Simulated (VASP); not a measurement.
# Sn (I4_1/amd) in VASP: a series of runs

Sn is run at these levels: PBE; tasks: single point.

All numbers are computed with VASP 6.6.1; they aren't measurements. Logs are shortened: lines on timing, memory, paths and dates and some standing lists are left out, and cuts for length are marked.

### Step 1. The cell of the first run

Symmetry: I4_1/amd, No. 141, tetragonal system. The conventional cell has a = 5.686 Å, b = 5.686 Å, c = 3.093 Å, α = 90.00°, β = 90.00°, γ = 90.00°. Sn (site symmetry -4m2) has 10 Sn at 2.95 to 3.67 Å within 3.9 Å.

### Step 2. Single point, PBE (25.00 Å³/atom)

Input file INCAR:

```
SYSTEM = Sn
PREC = Accurate
ENCUT = 520
EDIFF = 1E-6
ISMEAR = 0
SIGMA = 0.1
LREAL = .False.
LASPH = .True.
NELM = 80
ALGO = Fast
ISIF = 2
LWAVE = .False.
LCHARG = .False.
GGA = PE
NBANDS = 21
```

Input file KPOINTS:

```
Automatic mesh
0
Gamma
  14 14 14
  0 0 0
```

Input file POSCAR:

```
Sn
1.0
   -2.8430087808      2.8430087808      1.5463575988
    2.8430087808     -2.8430087808      1.5463575988
    2.8430087808      2.8430087808     -1.5463575988
Sn
2
Direct
    0.7500000000      0.2500000000      0.5000000000
    0.0000000000      0.0000000000      0.0000000000
```

Potentials or basis: VASP PAW PBE potentials, release 64 (Sn_d).

Command:

```
> cat potpaw_PBE.64/Sn_d/POTCAR > POTCAR
> mpirun -np 1 vasp_std > vasp.out
```

OUTCAR:

```text
SYSTEM = Sn
   PREC = Accurate
   ENCUT = 520
   EDIFF = 1E-6
   ISMEAR = 0
   LREAL = .False.
   LASPH = .True.
   NELM = 80
   ISIF = 2
   GGA = PE

 ion  position               nearest neighbor table
   1  0.750  0.250  0.500-   2 2.95   2 2.95   2 2.95   2 2.95   2 3.67   2 3.67   2 3.67   2 3.67

   2  0.000  0.000  0.000-   1 2.95   1 2.95   1 2.95   1 2.95   1 3.67   1 3.67   1 3.67   1 3.67

  LATTYP: Found a body centered tetragonal cell.
 ALAT       =     5.6860175616
 C/A-ratio  =     0.5439158715

  Lattice vectors:

 A1 = (  -2.8430087808,   2.8430087808,   1.5463575988)
 A2 = (   2.8430087808,  -2.8430087808,   1.5463575988)
 A3 = (   2.8430087808,   2.8430087808,  -1.5463575988)

Analysis of symmetry for initial positions (statically):
=====================================================================
 Subroutine PRICEL returns:
 Original cell was already a primitive cell.

 Routine SETGRP: Setting up the symmetry group for a
 body centered tetragonal supercell.

 Subroutine GETGRP returns: Found 16 space group operations
 (whereof  8 operations were pure point group operations)
 out of a pool of 16 trial point group operations.

The static configuration has the point symmetry D_2d.
 The point group associated with its full space group is D_4h.

Analysis of symmetry for dynamics (positions and initial velocities):
=====================================================================
 Subroutine PRICEL returns:
 Original cell was already a primitive cell.

 Routine SETGRP: Setting up the symmetry group for a
 body centered tetragonal supercell.

 Subroutine GETGRP returns: Found 16 space group operations
 (whereof  8 operations were pure point group operations)
 out of a pool of 16 trial point group operations.

The dynamic configuration has the point symmetry D_2d.
 The point group associated with its full space group is D_4h.

 Subroutine INISYM returns: Found 16 space group operations
 (whereof  8 operations are pure point group operations),
 and found     1 'primitive' translations

----------------------------------------------------------------------------------------

                                     Primitive cell

  volume of cell :      49.9950

  direct lattice vectors                    reciprocal lattice vectors
    -2.843008781  2.843008781  1.546357599     0.000000000  0.175870016  0.323340475
     2.843008781 -2.843008781  1.546357599     0.175870016  0.000000000  0.323340475
     2.843008781  2.843008781 -1.546357599     0.175870016  0.175870016  0.000000000

  length of vectors
     4.307739509  4.307739509  4.307739509     0.368075162  0.368075162  0.248717762

  position of ions in fractional coordinates (direct lattice)
     0.750000000  0.250000000  0.500000000
     0.000000000  0.000000000  0.000000000

  ion indices of the primitive-cell ions
   primitive index   ion index
                 1           1
                 2           2

----------------------------------------------------------------------------------------

 KPOINTS: Automatic mesh

Automatic generation of k-mesh.
 Grid dimensions read from file:
 generate k-points for:   14   14   14

 Generating k-lattice:

  Cartesian coordinates                     Fractional coordinates (reciprocal lattice)
     0.000000000  0.012562144  0.023095748     0.071428571  0.000000000  0.000000000
     0.012562144  0.000000000  0.023095748     0.000000000  0.071428571  0.000000000
     0.012562144  0.012562144  0.000000000     0.000000000  0.000000000  0.071428571

  Length of vectors
     0.026291083  0.026291083  0.017765554

  Shift w.r.t. Gamma in fractional coordinates (k-lattice)
     0.000000000  0.000000000  0.000000000

 Subroutine IBZKPT returns following result:
 ===========================================

 Found    244 irreducible k-points:

 Following reciprocal coordinates:
            Coordinates               Weight
  0.000000  0.000000  0.000000      1.000000
  0.071429  0.000000  0.000000      8.000000
  0.142857  0.000000 -0.000000      8.000000
  0.214286  0.000000  0.000000      8.000000
  0.285714  0.000000  0.000000      8.000000
  0.357143 -0.000000  0.000000      8.000000
[... 16 lines left out ...]
  0.214286  0.142857 -0.000000     16.000000
  0.285714  0.142857  0.000000     16.000000
 [... further k-points ...]
   k-points           NKPTS =    244   k-points in BZ     NKDIM =    244   number of bands    NBANDS=     21
   number of dos      NEDOS =    301   number of ions     NIONS =      2
   total plane-waves  NPLWV =  32768
   dimension x,y,z NGX =    32 NGY =   32 NGZ =   32
   dimension x,y,z NGXF=    64 NGYF=   64 NGZF=   64
   ions per type =               2
   NGX,Y,Z   is equivalent  to a cutoff of  12.35, 12.35, 12.35 a.u.
   NGXF,Y,Z  is equivalent  to a cutoff of  24.70, 24.70, 24.70 a.u.
 SYSTEM =  Sn
   PREC   = accura    normal or accurate (medium, high low for compatibility)
   ISTART =      0    job   : 0-new  1-cont  2-samecut
   ICHARG =      2    charge: 1-file 2-atom 10-const
   ISPIN  =      1    spin polarized calculation?
   LNONCOLLINEAR =      F non collinear calculations
   LSORBIT =      F    spin-orbit coupling
   LASPH  =      T    aspherical Exc in radial PAW
   ENCUT  =  520.0 eV  38.22 Ry    6.18 a.u.   8.01  8.01  8.01*2*pi/ulx,y,z
   NELM   =     80;   NELMIN=  2; NELMDL= -5     # of ELM steps
   EDIFF  = 0.1E-05   stopping-criterion for ELM
   LREAL  =      F    real-space projection
   EDIFFG = 0.1E-04   stopping-criterion for IOM
   NSW    =      0    number of steps for IOM
   IBRION =     -1    ionic relax: 0-MD 1-quasi-New 2-CG
   NFREE  =      0    steps in history (QN), initial steepest desc. (CG)
   ISIF   =      2    stress and relaxation
   ISYM   =      2    0-nonsym 1-usesym 2-fastsym
   POTIM  = 0.5000    time-step for ionic-motion
   TEBEG  =    0.0;   TEEND  =   0.0 temperature during run
   PSTRESS=    0.0 pullay stress
   NELECT =      28.0000    total number of electrons
   NUPDOWN=      -1.0000    fix difference up-down
   EMIN   =  10.00;   EMAX   =-10.00  energy-range for DOS
   EFERMI =   0.00;   METHOD = LEGACY
   ISMEAR =     0;   SIGMA  =   0.10  broadening in eV -4-tet -1-fermi 0-gaus
   EFERMI_NEDOS =   21; number of points for ismear=-14 and -15
   IALGO  =     68    algorithm
   IMIX   =      4    mixing-type and parameters
     AMIX     =   0.40;   BMIX     =  1.00
     AMIX_MAG =   1.60;   BMIX_MAG =  1.00
  volume/ion in A,a.u.               =      25.00       168.69
  Fermi-wavevector in a.u.,A,eV,Ry     =   1.349435  2.550063 24.775877  1.820976
  Thomas-Fermi vector in A             =   2.477022
   LORBIT       =      0    0 simple, 1 ext, 2 COOP (PROOUT), +10 PAW based schemes
   GGA     = PE    functional components
   LHFCALC =     F    Hartree Fock is set to
   AEXX    =    0.0000 exact exchange contribution
   IVDW    =     0    specifies the selected vdW correction
   LEPSILON=     F    determine dielectric tensor
   LRPA    =     F    only Hartree local field effects (RPA)
 non-spin polarized calculation
 RMM-DIIS sequential band-by-band and
 Gauss-broadening in eV      SIGMA  =   0.10
  energy-cutoff  :      520.00
  volume of cell :       49.99
 maximum number of plane-waves:      1378
   NGX = 17   NGY = 17   NGZ = 17

 number of electron      28.0000009 magnetization

 Free energy of the ion-electron system (eV)
  ---------------------------------------------------
  ext. energy  EPLUGINS =         0.00000000
  ---------------------------------------------------
  free energy    TOTEN  =        -7.45346171 eV

  energy without entropy =       -7.44854730  energy(sigma->0) =       -7.45100451

 E-fermi :   9.0302     XC(G=0): -10.6981

 val. band max:        9.0131153901   @ k =  -0.2143  -0.4286   0.0714
 cond. band min:       9.0317675095   @ k =   0.3571  -0.0000   0.0000
 fundamental gap:      0.0186521194
 Fermi energy:         9.0301862118

 k-point     1 :       0.0000    0.0000    0.0000
  band No.  band energies     occupation
      1     -12.7650      2.00000
      2     -12.6542      2.00000
      3     -12.6124      2.00000
      4     -12.5900      2.00000
      5     -12.3940      2.00000
      6     -12.3940      2.00000
[... 13 lines left out ...]
     20      19.2868      0.00000
     21      19.9837      0.00000

 k-point     2 :       0.0714    0.0000    0.0000
  band No.  band energies     occupation
      1     -12.7610      2.00000
      2     -12.6411      2.00000
      3     -12.6075      2.00000
      4     -12.5743      2.00000
      5     -12.4046      2.00000
      6     -12.4033      2.00000
[... 13 lines left out ...]
     20      18.8804      0.00000
     21      18.9336      0.00000

 k-point     3 :       0.1429    0.0000   -0.0000
  band No.  band energies     occupation
      1     -12.7488      2.00000
      2     -12.6061      2.00000
      3     -12.5936      2.00000
      4     -12.5347      2.00000
      5     -12.4279      2.00000
      6     -12.4162      2.00000
[... 13 lines left out ...]
     20      17.6825      0.00000
     21      17.8212      0.00000

 k-point     4 :       0.2143    0.0000    0.0000
  band No.  band energies     occupation
      1     -12.7300      2.00000
      2     -12.5737      2.00000
      3     -12.5634      2.00000
      4     -12.4989      2.00000
      5     -12.4562      2.00000
      6     -12.4123      2.00000
[... 13 lines left out ...]
     20      16.7642      0.00000
     21      17.7840      0.00000

 k-point     5 :       0.2857    0.0000    0.0000
  band No.  band energies     occupation
      1     -12.7091      2.00000
      2     -12.5546      2.00000
      3     -12.5364      2.00000
      4     -12.5012      2.00000
      5     -12.4806      2.00000
      6     -12.4233      2.00000
[... 13 lines left out ...]
     20      16.1138      0.00000
     21      18.4130      0.00000

 k-point     6 :       0.3571   -0.0000    0.0000
  band No.  band energies     occupation
      1     -12.6905      2.00000
      2     -12.5498      2.00000
      3     -12.5369      2.00000
      4     -12.5188      2.00000
      5     -12.4861      2.00000
      6     -12.4413      2.00000
[... 13 lines left out ...]
     20      16.0862      0.00000
     21      19.3297      0.00000

 k-point     7 :       0.4286    0.0000    0.0000
  band No.  band energies     occupation
      1     -12.6762      2.00000
      2     -12.5655      2.00000
      3     -12.5582      2.00000
      4     -12.5129      2.00000
      5     -12.4751      2.00000
      6     -12.4540      2.00000
[... 13 lines left out ...]
     20      17.6413      0.00000
     21      20.2520      0.00000
[... 291 lines left out ...]
      1     -12.7507      2.00000
      2     -12.6433      2.00000
      3     -12.5986      2.00000
      4     -12.5814      2.00000
      5     -12.4064      2.00000
      6     -12.3970      2.00000
[... 13 lines left out ...]
     20      18.9714      0.00000
     21      19.2387      0.00000

 k-point    21 :      -0.0714    0.0714    0.0000
  band No.  band energies     occupation
      1     -12.7597      2.00000
      2     -12.6552      2.00000
      3     -12.6078      2.00000
      4     -12.5933      2.00000
      5     -12.3965      2.00000
      6     -12.3910      2.00000
[... 13 lines left out ...]
     20      19.6196      0.00000
     21      19.9127      0.00000

 k-point    22 :       0.1429    0.1429   -0.0000
  band No.  band energies     occupation
      1     -12.7223      2.00000
      2     -12.5626      2.00000
      3     -12.5355      2.00000
      4     -12.4790      2.00000
      5     -12.4562      2.00000
      6     -12.4430      2.00000
[... 13 lines left out ...]
     20      16.6475      0.00000
     21      17.0315      0.00000

 k-point    23 :       0.2143    0.1429   -0.0000
  band No.  band energies     occupation
      1     -12.7069      2.00000
      2     -12.5498      2.00000
      3     -12.5409      2.00000
      4     -12.4836      2.00000
      5     -12.4780      2.00000
      6     -12.4565      2.00000
[... 13 lines left out ...]
     20      16.4459      0.00000
     21      17.5645      0.00000

 k-point    24 :       0.2857    0.1429    0.0000
  band No.  band energies     occupation
      1     -12.6941      2.00000
      2     -12.5643      2.00000
      3     -12.5263      2.00000
      4     -12.5136      2.00000
      5     -12.4699      2.00000
      6     -12.4666      2.00000
[... 13 lines left out ...]
     20      16.7683      0.00000
     21      18.4906      0.00000

 [... further k-points ...]

------------------------ aborting loop because EDIFF is reached ----------------------------------------

  FORCE on cell =-STRESS in cart. coord.  units (eV):
  Direction    XX          YY          ZZ          XY          YZ          ZX
  --------------------------------------------------------------------------------------
  -------------------------------------------------------------------------------------
  Total        2.5714737      2.5714737      2.5664365      0.0000000     -0.0000000      0.0000000
  in kB       82.4074257     82.4074257     82.2459999      0.0000000     -0.0000000      0.0000000
  external PRESSURE =      82.3536171 kB  Pullay stress =       0.0000000 kB

 VOLUME and BASIS-vectors are now :
 -----------------------------------------------------------------------------
  energy-cutoff  :      520.00
  volume of cell :       49.99
      direct lattice vectors                 reciprocal lattice vectors
    -2.843008781  2.843008781  1.546357599     0.000000000  0.175870016  0.323340475
     2.843008781 -2.843008781  1.546357599     0.175870016  0.000000000  0.323340475
     2.843008781  2.843008781 -1.546357599     0.175870016  0.175870016  0.000000000

 POSITION                                       TOTAL-FORCE (eV/Angst)
 -----------------------------------------------------------------------------------
      0.00000      2.84301      0.77318        -0.000000      0.000000      0.000000
      0.00000      0.00000      0.00000         0.000000     -0.000000     -0.000000
 -----------------------------------------------------------------------------------
    total drift:                                0.000000     -0.000000      0.000000

  FREE ENERGIE OF THE ION-ELECTRON SYSTEM (eV)
  ---------------------------------------------------
  free  energy   TOTEN  =        -7.4534617131 eV

  energy  without entropy=       -7.4485473026  energy(sigma->0) =       -7.45100451
```

Wall time 3.7 min (1 thread of Intel Xeon Platinum 8259CL at 2.50GHz (Skylake/Cascade Lake), shared host); peak memory 0.33 GiB.

What came out:

```yaml
Free_energy: -7.4535 eV
Pressure: 8.2 GPa
Band_gap_on_the_k_mesh: zero (bands 14 and 15 overlap by 4.51 eV)
```

Caveat: the cell stands under pressure; spin-orbit coupling is left out, which moves the levels of the heavy elements.

### Step 3. Single point, PBE (25.85 Å³/atom)

This run uses another cell than the first one, of 25.85 Å³/atom.

Input file INCAR:

```
SYSTEM = Sn
ALGO = Fast
EDIFF = 1E-7
ENCUT = 520
GGA = PE
ISIF = 2
ISMEAR = 0
LASPH = .TRUE.
LCHARG = .TRUE.
LELF = .TRUE.
LREAL = .FALSE.
LVHAR = .TRUE.
LWAVE = .FALSE.
NBANDS = 21
NELM = 60
PREC = Accurate
SIGMA = 0.1
```

Input file KPOINTS:

```
k-points
0
G
  14 14 14
  0 0 0
```

Input file POSCAR:

```
Sn
1.0
   -2.8725769155      2.8725769155      1.5663244343
    2.8725769155     -2.8725769155      1.5663244343
    2.8725769155      2.8725769155     -1.5663244343
Sn
2
Direct
    0.7500000000      0.2500000000      0.5000000000
    0.0000000000      0.0000000000      0.0000000000
```

Potentials or basis: VASP PAW PBE potentials, release 64 (Sn_d).

Command:

```
> cat potpaw_PBE.64/Sn_d/POTCAR > POTCAR
> mpirun -np 1 vasp_std > vasp.out
```

OUTCAR:

```text
SYSTEM = Sn
   EDIFF = 1E-7
   ENCUT = 520
   GGA = PE
   ISIF = 2
   ISMEAR = 0
   LASPH = .TRUE.
   LREAL = .FALSE.
   NELM = 60
   PREC = Accurate

 ion  position               nearest neighbor table
   1  0.750  0.250  0.500-   2 2.98   2 2.98   2 2.98   2 2.98   2 3.71   2 3.71   2 3.71   2 3.71

   2  0.000  0.000  0.000-   1 2.98   1 2.98   1 2.98   1 2.98   1 3.71   1 3.71   1 3.71   1 3.71

  LATTYP: Found a body centered tetragonal cell.
 ALAT       =     5.7451538310
 C/A-ratio  =     0.5452680573

  Lattice vectors:
[... 768 lines left out ...]

  FORCE on cell =-STRESS in cart. coord.  units (eV):
  Direction    XX          YY          ZZ          XY          YZ          ZX
  --------------------------------------------------------------------------------------
  -------------------------------------------------------------------------------------
  Total        1.8054079      1.8054079      1.7796746      0.0000000      0.0000000      0.0000000
  in kB       55.9501022     55.9501022     55.1526196      0.0000000      0.0000000      0.0000000
  external PRESSURE =      55.6842746 kB  Pullay stress =       0.0000000 kB

 VOLUME and BASIS-vectors are now :
 -----------------------------------------------------------------------------
  energy-cutoff  :      520.00
  volume of cell :       51.70
      direct lattice vectors                 reciprocal lattice vectors
    -2.872576915  2.872576915  1.566324434     0.000000000  0.174059743  0.319218668
     2.872576915 -2.872576915  1.566324434     0.174059743  0.000000000  0.319218668
     2.872576915  2.872576915 -1.566324434     0.174059743  0.174059743  0.000000000

 POSITION                                       TOTAL-FORCE (eV/Angst)
 -----------------------------------------------------------------------------------
      0.00000      2.87258      0.78316        -0.000000      0.000000     -0.000000
      0.00000      0.00000      0.00000         0.000000     -0.000000      0.000000
 -----------------------------------------------------------------------------------
    total drift:                                0.000000     -0.000000      0.000000

  FREE ENERGIE OF THE ION-ELECTRON SYSTEM (eV)
  ---------------------------------------------------
  free  energy   TOTEN  =        -7.5271362037 eV

  energy  without entropy=       -7.5219173404  energy(sigma->0) =       -7.52452677
```

OSZICAR:

```text
N       E                     dE             d eps       ncg     rms          rms(c)
DAV:   1     0.224085905070E+03    0.22409E+03   -0.14405E+04 10411   0.212E+03
DAV:   2     0.154420178494E+02   -0.20864E+03   -0.20426E+03 10338   0.459E+02
DAV:   3    -0.683543889025E+01   -0.22277E+02   -0.22113E+02 11829   0.135E+02
DAV:   4    -0.752488284385E+01   -0.68944E+00   -0.68901E+00 11664   0.262E+01
DAV:   5    -0.755244233687E+01   -0.27559E-01   -0.27559E-01 14417   0.493E+00    0.261E+00
RMM:   6    -0.753280645202E+01    0.19636E-01   -0.28338E-02 12556   0.206E+00    0.151E+00
RMM:   7    -0.752703020907E+01    0.57762E-02   -0.22752E-02 12475   0.177E+00    0.154E-01
RMM:   8    -0.752699723802E+01    0.32971E-04   -0.33810E-03 13682   0.654E-01    0.577E-02
RMM:   9    -0.752712638504E+01   -0.12915E-03   -0.12088E-03 16775   0.271E-01    0.289E-02
RMM:  10    -0.752713318562E+01   -0.68006E-05   -0.77761E-05 14170   0.909E-02    0.108E-02
RMM:  11    -0.752713665650E+01   -0.34709E-05   -0.35491E-05 16277   0.519E-02    0.647E-03
RMM:  12    -0.752713669178E+01   -0.35277E-07   -0.49929E-06 16257   0.185E-02    0.324E-03
RMM:  13    -0.752713611643E+01    0.57535E-06   -0.57691E-07 10909   0.691E-03    0.882E-04
RMM:  14    -0.752713620366E+01   -0.87233E-07   -0.13905E-07  6706   0.362E-03
   1 F= -.75271362E+01 E0= -.75245268E+01  d E =-.521886E-02
```

Wall time 4.2 min (1 thread of Intel Xeon Platinum 8259CL at 2.50GHz (Skylake/Cascade Lake), shared host); peak memory 0.33 GiB.

Results:

| Item | Value |
| --- | --- |
| Free energy | -7.5271 eV |
| Pressure | 5.6 GPa |
| Band gap on the k mesh | zero (bands 14 and 15 overlap by 4.32 eV) |

Stress tensor (GPa, compression positive):
```
5.60 0.00 0.00
0.00 5.60 0.00
0.00 0.00 5.52
```

Caveat: the cell stands under pressure; spin-orbit coupling is left out, which moves the levels of the heavy elements.

[end of part 1 of 2]
